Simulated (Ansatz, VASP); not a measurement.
**NiSb: VASP beside Ansatz**

INCAR

```
SYSTEM = NiSb
PREC = Accurate
ENCUT = 520
EDIFF = 1E-6
ISMEAR = -1
SIGMA = 0.05
LREAL = .False.
LASPH = .True.
NELM = 150
ALGO = Normal
ISIF = 2
LWAVE = .False.
LCHARG = .False.
LNONCOLLINEAR = .True.
MAGMOM = 0 0 0 0 0 0 -0.815 0.015 -0.09 0.118 0.017 -0.242
LORBIT = 11
LMAXMIX = 4
GGA = PS
NBANDS = 44
```

The input KPOINTS:

```
Automatic mesh
0
Gamma
  6 6 4
  0 0 0
```

The input POSCAR:

```
NiSb
1.0
    3.9280000000      0.0000000000      0.0000000000
   -1.9640000000      3.4017477861      0.0000000000
    0.0000000000      0.0000000000      5.1200000000
Sb Ni
2 2
Direct
    0.6666666667      0.3333333333      0.7500000000
    0.3333333333      0.6666666667      0.2500000000
    0.0000000000      0.0000000000      0.5000000000
    0.0000000000      0.0000000000      0.0000000000
```

input.yaml

```yaml
crystal:
  lattice:
    - [3.928, 0.0, 0.0]
    - [-1.964, 3.4017477861, 0.0]
    - [0.0, 0.0, 5.12]
  atoms:
    - { symbol: Sb, position: [0.6666666667, 0.3333333333, 0.75] }
    - { symbol: Sb, position: [0.3333333333, 0.6666666667, 0.25] }
    - { symbol: Ni, position: [0.0, 0.0, 0.5], spin: 0.82, spin_axis: [-0.815, 0.015, -0.09] }
    - { symbol: Ni, position: [0.0, 0.0, 0.0], spin: 0.27, spin_axis: [0.118, 0.017, -0.242] }
hamiltonian:
  xc: pbesol
  pseudopotentials: { kind: paw }
magnetization:
  noncollinear: true
  spin_orbit: false
kpoints:
  mp_grid: { grid: [6, 6, 4] }
scf:
  occupations: { method: fermi_dirac, width: 0.05 }
output:
  forces: true
  stress: true
  eigenvalues: true
```

Alike in both runs: task single point; functional PBEsol; k mesh 6 × 6 × 4; occupations fermi-dirac, width 0.05 eV; non-collinear spin.

|  | VASP | Ansatz |
| --- | --- | --- |
| version | VASP 6.6.1 | Ansatz 0.2.0 |
| potentials or method | VASP PAW PBE potentials, release 64 (Sb, Ni) | Ansatz PAW |
| plane-wave cutoff (eV) | 520 | 420 |
| valence electrons in the cell | 30 | 66 |

|  | VASP | Ansatz | Ansatz less VASP |
| --- | --- | --- | --- |
| gap on the k mesh at the Fermi level (eV) | none | none | - |
| pressure (GPa) | -1.6 | -1.8 | -0.19 |
| traceless stress, the component that is largest in VASP (GPa) | 0.15 | 0.10 | -0.054 |
| net moment per atom (μB) | 0.00 | 0.00 | 0.000 |

VASP's potentials were made for PBE, not for PBEsol. A gap of «none» marks a metal or a gap that the smearing closes. VASP's potentials hold 30 valence electrons a cell and Ansatz's 66, so a difference there can come from the potentials and not from the codes.

Spin-orbit coupling is off throughout.
